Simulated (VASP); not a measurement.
Write the native input for VASP 6.6.1 that does the following.

```yaml
Task: single point
Functional: LDA
Potentials_or_basis: VASP PAW LDA potentials, release 64 (B, As)
Cutoff: 520 eV
k_mesh: 13 × 13 × 13
Occupations: fermi-dirac, width 0.05 eV
Spin: no spin polarisation
Dipole_correction: no
Further_INCAR_settings: ALGO = Normal; EDIFF = 1e-07; NBANDS = 11
```

The structure of BAs lies in POSCAR:

```
BAs
1.0
    0.0000000000      2.3646150000      2.3885000000
    2.3646150000      0.0000000000      2.3885000000
    2.3646150000      2.3646150000      0.0000000000
B As
1 1
Direct
    0.0000000000      0.0000000000      0.0000000000
    0.7500000000      0.7500000000      0.7500000000
```

This cell differs from its parent crystal: equal xx and yy strain of -1 %.

These files were run (other wordings do the same):

INCAR

```
SYSTEM = BAs
PREC = Accurate
ENCUT = 520
EDIFF = 1E-7
ISMEAR = -1
SIGMA = 0.05
LREAL = .False.
LASPH = .True.
NELM = 80
ALGO = Normal
ISIF = 2
LWAVE = .False.
LCHARG = .False.
GGA = CA
NBANDS = 11
```

KPOINTS

```
Automatic mesh
0
Gamma
  13 13 13
  0 0 0
```

Potentials or basis: VASP PAW LDA potentials, release 64 (B, As).

Command:

```console
$ cat potpaw_LDA.64/B/POTCAR potpaw_LDA.64/As/POTCAR > POTCAR
$ mpirun -np 1 vasp_std > vasp.out
```

Results of the run:

```json
{
 "Pressure": "-0.3 GPa",
 "Band gap on the k mesh": "1.03 eV (least direct gap 3.22 eV)"
}
```

Caveat: the cell differs from its parent crystal (equal xx and yy strain of -1 %); an odd mesh through Γ misses points on the zone boundary, where band edges can lie.

Wall time 64 s on 1 thread of Intel(R) Xeon(R) 6975P-C (Granite Rapids) (shared host), peak memory 0.18 GiB.
